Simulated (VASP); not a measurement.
# CaO (I-4m2) in VASP: further runs, part 2 of 2

VASP 6.6.1.

**5. Single point, PBE (epitaxial xy strain +2.5%)**

Contents of INCAR:

```
SYSTEM = CaO
ALGO     = Normal         ! electronic algorithm
EDIFF    = 1E-6           ! SCF threshold, eV
ENCUT    = 520            ! plane-wave cutoff, eV
GGA      = PE             ! functional
ISIF     = 2              ! what is computed and relaxed
ISMEAR   = -1             ! smearing method
LASPH    = .TRUE.         ! aspherical terms in the spheres
LCHARG   = .FALSE.        ! write CHGCAR
LREAL    = .FALSE.        ! projectors in reciprocal space
LWAVE    = .FALSE.        ! write WAVECAR
NBANDS   = 15             ! bands
NELM     = 100            ! most SCF steps
PREC     = Accurate       ! precision mode
SIGMA    = 0.02           ! smearing width, eV
```

Contents of KPOINTS:

```
k-points
0
G
  8 8 8
  0 0 0
```

Contents of POSCAR:

```
CaO
1.0
    0.0000000000      2.6719000325      2.4842894545
    2.6719000325      0.0000000000      2.4842894545
    2.6719000325      2.6719000325      0.0000000000
Ca O
1 1
Direct
    0.0000000000      0.0000000000      0.0000000000
    0.2500000000      0.2500000000      0.2500000000
```

Potentials or basis: VASP PAW PBE potentials, release 64 (Ca_sv, O).

Run with:

```
> cat potpaw_PBE.64/Ca_sv/POTCAR potpaw_PBE.64/O/POTCAR > POTCAR
> mpirun -np 1 vasp_std > vasp.out
```

OUTCAR:

```text
SYSTEM = CaO
   EDIFF = 1E-6
   ENCUT = 520
   GGA = PE
   ISIF = 2
   ISMEAR = -1
   LASPH = .TRUE.
   LREAL = .FALSE.
   NELM = 100
   PREC = Accurate

 ion  position               nearest neighbor table
   1  0.000  0.000  0.000-   2 2.26   2 2.26   2 2.26   2 2.26
   2  0.250  0.250  0.250-   1 2.26   1 2.26   1 2.26   1 2.26

  LATTYP: Found a body centered tetragonal cell.
 ALAT       =     3.7786372633
 C/A-ratio  =     1.3149129072

  Lattice vectors:

 A1 = (   0.0000000000,  -2.6719000325,  -2.4842894545)
 A2 = (   0.0000000000,   2.6719000325,  -2.4842894545)
 A3 = (   2.6719000325,   0.0000000000,   2.4842894545)

Analysis of symmetry for initial positions (statically):
=====================================================================
 Subroutine PRICEL returns:
 Original cell was already a primitive cell.

 Routine SETGRP: Setting up the symmetry group for a
 body centered tetragonal supercell.

 Subroutine GETGRP returns: Found  8 space group operations
 (whereof  8 operations were pure point group operations)
 out of a pool of 16 trial point group operations.

The static configuration has the point symmetry D_2d.

Analysis of symmetry for dynamics (positions and initial velocities):
=====================================================================
 Subroutine PRICEL returns:
 Original cell was already a primitive cell.

 Routine SETGRP: Setting up the symmetry group for a
 body centered tetragonal supercell.

 Subroutine GETGRP returns: Found  8 space group operations
 (whereof  8 operations were pure point group operations)
 out of a pool of 16 trial point group operations.

The dynamic configuration has the point symmetry D_2d.

 Subroutine INISYM returns: Found  8 space group operations
 (whereof  8 operations are pure point group operations),
 and found     1 'primitive' translations

----------------------------------------------------------------------------------------

                                     Primitive cell

  volume of cell :      35.4709

  direct lattice vectors                    reciprocal lattice vectors
     0.000000000  2.671900032  2.484289454    -0.187132750  0.187132750  0.201264792
     2.671900032  0.000000000  2.484289454     0.187132750 -0.187132750  0.201264792
     2.671900032  2.671900032  0.000000000     0.187132750  0.187132750 -0.201264792

  length of vectors
     3.648389217  3.648389217  3.778637263     0.332482854  0.332482854  0.332482854

  position of ions in fractional coordinates (direct lattice)
     0.000000000  0.000000000  0.000000000
     0.250000000  0.250000000  0.250000000

  ion indices of the primitive-cell ions
   primitive index   ion index
                 1           1
                 2           2

----------------------------------------------------------------------------------------

 KPOINTS: k-points

Automatic generation of k-mesh.
 Grid dimensions read from file:
 generate k-points for:    8    8    8

 Generating k-lattice:

  Cartesian coordinates                     Fractional coordinates (reciprocal lattice)
    -0.023391594  0.023391594  0.025158099     0.125000000  0.000000000  0.000000000
     0.023391594 -0.023391594  0.025158099     0.000000000  0.125000000  0.000000000
     0.023391594  0.023391594 -0.025158099     0.000000000  0.000000000  0.125000000

  Length of vectors
     0.041560357  0.041560357  0.041560357

  Shift w.r.t. Gamma in fractional coordinates (k-lattice)
     0.000000000  0.000000000  0.000000000

 Subroutine IBZKPT returns following result:
 ===========================================

 Found     59 irreducible k-points:

 Following reciprocal coordinates:
            Coordinates               Weight
  0.000000  0.000000  0.000000      1.000000
  0.125000  0.000000  0.000000      8.000000
  0.250000  0.000000  0.000000      8.000000
  0.375000  0.000000  0.000000      8.000000
  0.500000  0.000000  0.000000      4.000000
  0.125000  0.125000  0.000000      2.000000
[... 16 lines left out ...]
  0.250000  0.000000  0.125000     16.000000
  0.375000  0.000000  0.125000     16.000000
 [... further k-points ...]
   k-points           NKPTS =     59   k-points in BZ     NKDIM =     59   number of bands    NBANDS=     15
   number of dos      NEDOS =    301   number of ions     NIONS =      2
   total plane-waves  NPLWV =  21952
   dimension x,y,z NGX =    28 NGY =   28 NGZ =   28
   dimension x,y,z NGXF=    56 NGYF=   56 NGZF=   56
   ions per type =               1   1
   NGX,Y,Z   is equivalent  to a cutoff of  12.76, 12.76, 12.32 a.u.
   NGXF,Y,Z  is equivalent  to a cutoff of  25.52, 25.52, 24.64 a.u.
 SYSTEM =  CaO
   PREC   = accura    normal or accurate (medium, high low for compatibility)
   ISTART =      0    job   : 0-new  1-cont  2-samecut
   ICHARG =      2    charge: 1-file 2-atom 10-const
   ISPIN  =      1    spin polarized calculation?
   LNONCOLLINEAR =      F non collinear calculations
   LSORBIT =      F    spin-orbit coupling
   LASPH  =      T    aspherical Exc in radial PAW
   ENCUT  =  520.0 eV  38.22 Ry    6.18 a.u.   6.78  6.78  7.03*2*pi/ulx,y,z
   NELM   =    100;   NELMIN=  2; NELMDL= -5     # of ELM steps
   EDIFF  = 0.1E-05   stopping-criterion for ELM
   LREAL  =      F    real-space projection
   EDIFFG = 0.1E-04   stopping-criterion for IOM
   NSW    =      0    number of steps for IOM
   IBRION =     -1    ionic relax: 0-MD 1-quasi-New 2-CG
   NFREE  =      0    steps in history (QN), initial steepest desc. (CG)
   ISIF   =      2    stress and relaxation
   ISYM   =      2    0-nonsym 1-usesym 2-fastsym
   POTIM  = 0.5000    time-step for ionic-motion
   TEBEG  =    0.0;   TEEND  =   0.0 temperature during run
   PSTRESS=    0.0 pullay stress
   NELECT =      16.0000    total number of electrons
   NUPDOWN=      -1.0000    fix difference up-down
   EMIN   =  10.00;   EMAX   =-10.00  energy-range for DOS
   EFERMI =   0.00;   METHOD = LEGACY
   ISMEAR =    -1;   SIGMA  =   0.02  broadening in eV -4-tet -1-fermi 0-gaus
   EFERMI_NEDOS =   21; number of points for ismear=-14 and -15
   IALGO  =     38    algorithm
   IMIX   =      4    mixing-type and parameters
     AMIX     =   0.40;   BMIX     =  1.00
     AMIX_MAG =   1.60;   BMIX_MAG =  1.00
  volume/ion in A,a.u.               =      17.74       119.68
  Fermi-wavevector in a.u.,A,eV,Ry     =   1.255521  2.372591 21.447310  1.576333
  Thomas-Fermi vector in A             =   2.389274
   LORBIT       =      0    0 simple, 1 ext, 2 COOP (PROOUT), +10 PAW based schemes
   GGA     = PE    functional components
   LHFCALC =     F    Hartree Fock is set to
   AEXX    =    0.0000 exact exchange contribution
   IVDW    =     0    specifies the selected vdW correction
   LEPSILON=     F    determine dielectric tensor
   LRPA    =     F    only Hartree local field effects (RPA)
 non-spin polarized calculation
  energy-cutoff  :      520.00
  volume of cell :       35.47
 maximum number of plane-waves:       964
   NGX = 13   NGY = 13   NGZ = 13

 number of electron      16.0000003 magnetization

 Free energy of the ion-electron system (eV)
  ---------------------------------------------------
  ext. energy  EPLUGINS =         0.00000000
  ---------------------------------------------------
  free energy    TOTEN  =       -12.43552818 eV

  energy without entropy =      -12.43552818  energy(sigma->0) =      -12.43552818

 E-fermi :   1.0683     XC(G=0):  -9.0418

 val. band max:        0.5279715055   @ k =   0.5000   0.0000   0.5000
 cond. band min:       3.7962205556   @ k =   0.0000   0.0000   0.0000
 fundamental gap:      3.2682490501
 Fermi energy:         1.0683136055

 k-point     1 :       0.0000    0.0000    0.0000
  band No.  band energies     occupation
      1     -36.6958      2.00000
      2     -17.6495      2.00000
      3     -17.6274      2.00000
      4     -17.6274      2.00000
      5     -14.3103      2.00000
      6      -0.1425      2.00000
      7      -0.1425      2.00000
      8      -0.0939      2.00000
      9       3.7962      0.00000
     10       8.1567      0.00000
     11       8.6703      0.00000
     12       9.8492      0.00000
     13       9.8492      0.00000
     14      10.4151      0.00000
     15      16.8276      0.00000
[... 397 lines left out ...]
 k-point    24 :       0.3750    0.0000    0.1250
  band No.  band energies     occupation
      1     -36.6593      2.00000
      2     -18.1817      2.00000
      3     -17.7144      2.00000
      4     -17.6880      2.00000
      5     -13.7364      2.00000
      6      -0.5786      2.00000
      7       0.0163      2.00000
      8       0.2002      2.00000
      9       6.1596      0.00000
     10       7.2448      0.00000
     11       8.6028      0.00000
     12       9.3362      0.00000
     13      10.0330      0.00000
     14      10.4309      0.00000
     15      12.9609      0.00000

 [... further k-points ...]
[... 5 lines left out ...]
  --------------------------------------------------------------------------------------
  -------------------------------------------------------------------------------------
  Total        0.2921433      0.2921433      0.4092904      0.0000000     -0.0000000     -0.0000000
  in kB       13.1957445     13.1957445     18.4871331      0.0000000     -0.0000000     -0.0000000
  external PRESSURE =      14.9595407 kB  Pullay stress =       0.0000000 kB

 VOLUME and BASIS-vectors are now :
 -----------------------------------------------------------------------------
  energy-cutoff  :      520.00
  volume of cell :       35.47
      direct lattice vectors                 reciprocal lattice vectors
     0.000000000  2.671900032  2.484289454    -0.187132750  0.187132750  0.201264792
     2.671900032  0.000000000  2.484289454     0.187132750 -0.187132750  0.201264792
     2.671900032  2.671900032  0.000000000     0.187132750  0.187132750 -0.201264792

 POSITION                                       TOTAL-FORCE (eV/Angst)
 -----------------------------------------------------------------------------------
      0.00000      0.00000      0.00000        -0.000000     -0.000000     -0.000000
      1.33595      1.33595      1.24214         0.000000      0.000000      0.000000
 -----------------------------------------------------------------------------------
    total drift:                               -0.000000     -0.000000      0.000000

  FREE ENERGIE OF THE ION-ELECTRON SYSTEM (eV)
  ---------------------------------------------------
  free  energy   TOTEN  =       -12.4355281776 eV

  energy  without entropy=      -12.4355281776  energy(sigma->0) =      -12.43552818
```

It took 35 s on 1 thread of AMD EPYC 7R43 (Zen 3), shared host; peak memory 0.14 GiB.

What came out:

```yaml
Free_energy: -12.4355 eV
Pressure: 1.5 GPa
Band_gap_on_the_k_mesh: 3.27 eV (least direct gap 3.89 eV)
```

Stress tensor (GPa, compression positive):
```
1.32 0.00 0.00
0.00 1.32 0.00
0.00 0.00 1.85
```

Caveat: the cell differs from its parent crystal (epitaxial xy strain +2.5%). A k mesh can miss the band edges.

**6. Single point, HSE06 (epitaxial xy strain -5.0%)**

Contents of POSCAR:

```
CaO
1.0
    0.0000000000      2.4763951520      2.7895354835
    2.4763951520      0.0000000000      2.7895354835
    2.4763951520      2.4763951520      0.0000000000
Ca O
1 1
Direct
    0.0000000000      0.0000000000      0.0000000000
    0.2500000000      0.2500000000      0.2500000000
```

Contents of INCAR.step1:

```
SYSTEM = CaO
  PREC = Accurate
  ENCUT = 520
  EDIFF = 1E-5
  ISMEAR = 0
  SIGMA = 0.01
  LREAL = .False.
  LASPH = .True.
  NELM = 60
  ALGO = Normal
  ISIF = 2
  LWAVE = .True.
  LCHARG = .False.
  GGA = PE
  NBANDS = 15
```

Contents of INCAR.step2:

```
SYSTEM = CaO
  PREC = Accurate
  ENCUT = 520
  EDIFF = 1E-7
  ISMEAR = 0
  SIGMA = 0.01
  LREAL = .False.
  LASPH = .True.
  NELM = 60
  ALGO = Normal
  ISIF = 2
  LWAVE = .False.
  LCHARG = .False.
  GGA = PE
  LHFCALC = .True.
  HFSCREEN = 0.2079
  PRECFOCK = Normal
  ISTART = 1
  NBANDS = 15
```

Contents of KPOINTS:

```
Automatic mesh
0
Gamma
  6 6 6
  0 0 0
```

Potentials or basis: VASP PAW PBE potentials, release 64 (Ca_sv, O).

Run with:

```
> cat potpaw_PBE.64/Ca_sv/POTCAR potpaw_PBE.64/O/POTCAR > POTCAR
> cp INCAR.step1 INCAR
> mpirun -np 1 vasp_std > vasp.out
> cp INCAR.step2 INCAR
> mpirun -np 1 vasp_std > vasp.out
```

OUTCAR:

```text
SYSTEM = CaO
   PREC = Accurate
   ENCUT = 520
   EDIFF = 1E-7
   ISMEAR = 0
   LREAL = .False.
   LASPH = .True.
   NELM = 60
   ISIF = 2
   GGA = PE
   LHFCALC = .True.
   HFSCREEN = 0.2079
   PRECFOCK = Normal
   ISTART = 1

 ion  position               nearest neighbor table
   1  0.000  0.000  0.000-   2 2.24   2 2.24   2 2.24   2 2.24
   2  0.250  0.250  0.250-   1 2.24   1 2.24   1 2.24   1 2.24

  LATTYP: Found a body centered tetragonal cell.
 ALAT       =     3.5021516098
 C/A-ratio  =     1.5930409613

  Lattice vectors:

 A1 = (  -2.4763951520,   0.0000000000,   2.7895354835)
 A2 = (   2.4763951520,   0.0000000000,   2.7895354835)
 A3 = (   0.0000000000,   2.4763951520,  -2.7895354835)

Analysis of symmetry for initial positions (statically):
=====================================================================
 Subroutine PRICEL returns:
 Original cell was already a primitive cell.

 Routine SETGRP: Setting up the symmetry group for a
 body centered tetragonal supercell.

 Subroutine GETGRP returns: Found  8 space group operations
 (whereof  8 operations were pure point group operations)
 out of a pool of 16 trial point group operations.

The static configuration has the point symmetry D_2d.

Analysis of symmetry for dynamics (positions and initial velocities):
=====================================================================
 Subroutine PRICEL returns:
 Original cell was already a primitive cell.

 Routine SETGRP: Setting up the symmetry group for a
 body centered tetragonal supercell.

 Subroutine GETGRP returns: Found  8 space group operations
 (whereof  8 operations were pure point group operations)
 out of a pool of 16 trial point group operations.

The dynamic configuration has the point symmetry D_2d.

 Subroutine INISYM returns: Found  8 space group operations
 (whereof  8 operations are pure point group operations),
 and found     1 'primitive' translations

[... 124 lines left out ...]
   NKREDY  =     1    reduce k-point grid by
   NKREDZ  =     1    reduce k-point grid by
   AEXX    =    0.2500 exact exchange contribution
   HFSCREEN=    0.2079 screening length (either q_TF or 0.3 A-1)
   HFSCREENC=   0.2079 screening length for correlation (either q_TF or 0.3 A-1)
   ENCUTFOCK=  -1.0 apply spherical cutoff to Coloumb kernel
   IVDW    =     0    specifies the selected vdW correction
   LEPSILON=     F    determine dielectric tensor
   LRPA    =     F    only Hartree local field effects (RPA)
 non-spin polarized calculation
 Gauss-broadening in eV      SIGMA  =   0.01
  energy-cutoff  :      520.00
  volume of cell :       34.21
 maximum number of plane-waves:       940
  NGX = 24; NGY = 24; NGZ = 20

 number of electron      15.9999998 magnetization

 Free energy of the ion-electron system (eV)
  ---------------------------------------------------
  ext. energy  EPLUGINS =         0.00000000
  ---------------------------------------------------
  free energy    TOTEN  =       -14.40951212 eV

  energy without entropy =      -14.40951212  energy(sigma->0) =      -14.40951212

 E-fermi :  -0.0654     XC(G=0):  -7.5980

 val. band max:       -0.2588851030   @ k =   0.5000   0.5000   0.0000
 cond. band min:       4.4180793574   @ k =   0.0000   0.0000   0.0000
 fundamental gap:      4.6769644604
 Fermi energy:        -0.0653905922

 k-point     1 :       0.0000    0.0000    0.0000
  band No.  band energies     occupation
      1     -39.9967      2.00000
      2     -19.4587      2.00000
      3     -19.4587      2.00000
      4     -19.4375      2.00000
      5     -16.6974      2.00000
      6      -1.1429      2.00000
      7      -0.9992      2.00000
      8      -0.9992      2.00000
      9       4.4181      0.00000
     10       9.2229      0.00000
     11      10.3165      0.00000
     12      10.7101      0.00000
     13      11.9517      0.00000
     14      11.9517      0.00000
[... 401 lines left out ...]
      2     -20.3912      2.00000
      3     -19.7031      2.00000
      4     -19.5759      2.00000
      5     -15.6622      2.00000
      6      -1.7568      2.00000
      7      -0.7198      2.00000
      8      -0.5214      2.00000
      9       6.5358      0.00000
     10       8.0946      0.00000
     11      10.4277      0.00000
     12      11.4889      0.00000
     13      11.7635      0.00000
     14      13.1506      0.00000
     15      15.4809      0.00000

 [... further k-points ...]
[... 5 lines left out ...]
  --------------------------------------------------------------------------------------
  -------------------------------------------------------------------------------------
  Total        0.8976020      0.8976020      0.1305744      0.0000000      0.0000000      0.0000000
  in kB       42.0332173     42.0332173      6.1145836      0.0000000      0.0000000      0.0000000
  external PRESSURE =      30.0603394 kB  Pullay stress =       0.0000000 kB

 VOLUME and BASIS-vectors are now :
 -----------------------------------------------------------------------------
  energy-cutoff  :      520.00
  volume of cell :       34.21
      direct lattice vectors                 reciprocal lattice vectors
     0.000000000  2.476395152  2.789535483    -0.201906388  0.201906388  0.179241312
     2.476395152  0.000000000  2.789535483     0.201906388 -0.201906388  0.179241312
     2.476395152  2.476395152  0.000000000     0.201906388  0.201906388 -0.179241312

 POSITION                                       TOTAL-FORCE (eV/Angst)
 -----------------------------------------------------------------------------------
      0.00000      0.00000      0.00000        -0.000000     -0.000000     -0.000000
      1.23820      1.23820      1.39477         0.000000      0.000000      0.000000
 -----------------------------------------------------------------------------------
    total drift:                               -0.000000      0.000000      0.000000

  FREE ENERGIE OF THE ION-ELECTRON SYSTEM (eV)
  ---------------------------------------------------
  free  energy   TOTEN  =       -14.4095121169 eV

  energy  without entropy=      -14.4095121169  energy(sigma->0) =      -14.40951212
```

OUTCAR.step1:

```text
SYSTEM = CaO
   PREC = Accurate
   ENCUT = 520
   EDIFF = 1E-5
   ISMEAR = 0
   LREAL = .False.
   LASPH = .True.
[... 654 lines left out ...]
      0.00000      0.00000      0.00000         0.000000      0.000000      0.000000
      1.23820      1.23820      1.39477        -0.000000     -0.000000     -0.000000
 -----------------------------------------------------------------------------------
    total drift:                                0.000000      0.000000      0.000000

  FREE ENERGIE OF THE ION-ELECTRON SYSTEM (eV)
  ---------------------------------------------------
  free  energy   TOTEN  =       -12.3914417925 eV

  energy  without entropy=      -12.3914417925  energy(sigma->0) =      -12.39144179
```

Wall time 1.5 h (1 thread of AMD EPYC 7R43 (Zen 3), shared host); peak memory 0.25 GiB.

Results:

```
Free energy            : -14.4095 eV
Pressure               : 3.0 GPa
Band gap on the k mesh : 4.68 eV (least direct gap 5.42 eV)
```

Stress tensor (GPa, compression positive):
```
4.20 0.00 0.00
0.00 4.20 0.00
0.00 0.00 0.61
```

Caveat: the cell differs from its parent crystal (epitaxial xy strain -5.0%); the cell stands under pressure; the PAW data sets were made with another functional, which shifts forces and pressure a little. A k mesh can miss the band edges.

**7. The runs side by side**

```tsv
level	cell	k mesh	smearing	grid for exact exchange (PRECFOCK)	share of exact exchange	screening parameter	gap on the mesh (eV)	pressure (GPa)
PBE	a = 3.730, b = 3.730, c = 3.502 Å, angles 62.0, 62.0, 56.0°, 2 atoms	6 × 6 × 6	gaussian 0.01 eV	-	-	-	3.29	4.2
PBE	a = 3.648, b = 3.648, c = 3.779 Å, angles 58.8, 58.8, 62.4°, 2 atoms	6 × 6 × 6	gaussian 0.01 eV	-	-	-	3.27	1.5
PBE	a = 3.730, b = 3.730, c = 3.502 Å, angles 62.0, 62.0, 56.0°, 2 atoms	8 × 8 × 8	fermi-dirac 0.02 eV	-	-	-	3.29	4.2
PBE	a = 3.648, b = 3.648, c = 3.779 Å, angles 58.8, 58.8, 62.4°, 2 atoms	8 × 8 × 8	fermi-dirac 0.02 eV	-	-	-	3.27	1.5
HSE06	a = 3.730, b = 3.730, c = 3.502 Å, angles 62.0, 62.0, 56.0°, 2 atoms	6 × 6 × 6	gaussian 0.01 eV	Normal	0.25	0.2079 1/Å	4.68	3.0
```

Alike in all rows: task single point; potentials or basis VASP PAW PBE potentials, release 64 (Ca_sv, O); no spin polarisation; cutoff (eV) 520.

Caveats: the cell stands under pressure (at least some runs); the PAW data sets were made with another functional, which shifts forces and pressure a little (at least some runs).

Total energies depend on the potentials used, so only differences within one code and one set of settings carry meaning.
